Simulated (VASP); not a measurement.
Crystal: Ag.

```
Ag
1.0
     0.00000    2.06750    2.06750
     2.06750    0.00000    2.06750
     2.06750    2.06750    0.00000
Ag
1
Direct
  0.00000 0.00000 0.00000
```

- Program: VASP 6.6.1
- Task: relaxation of cell and atoms
- Functional: LDA
- Potentials or basis: VASP PAW LDA potentials, release 64 (Ag)
- Cutoff: 600 eV
- k mesh: 8 × 8 × 8
- Occupations: gaussian, width 0.1 eV
- Spin: no spin polarisation

At the start: pressure -9.7 GPa; volume 17.68 Å³/atom.

**Question.** Where does the relaxation end?

**Answer.** Over 3 steps the energy falls by 52.3 meV/atom and the volume is 16.13 Å³/atom (-8.7 %); space group Fm-3m (No. 225, to 0.05 Å).

The path:
| step | energy change (eV) | largest force (eV/Å) | pressure (GPa) | volume (Å³) |
| --- | --- | --- | --- | --- |
| 1 | 0.0000 | 0.0000 | -9.73 | 17.68 |
| 2 | -0.0181 | 0.0000 | 11.20 | 15.07 |
| 3 | -0.0523 | 0.0000 | -0.11 | 16.13 |

Final structure:
```
Ag
1.0
     0.00000    2.00559    2.00559
     2.00559    0.00000    2.00559
     2.00559    2.00559    0.00000
Ag
1
Direct
  0.00000 0.00000 0.00000
```
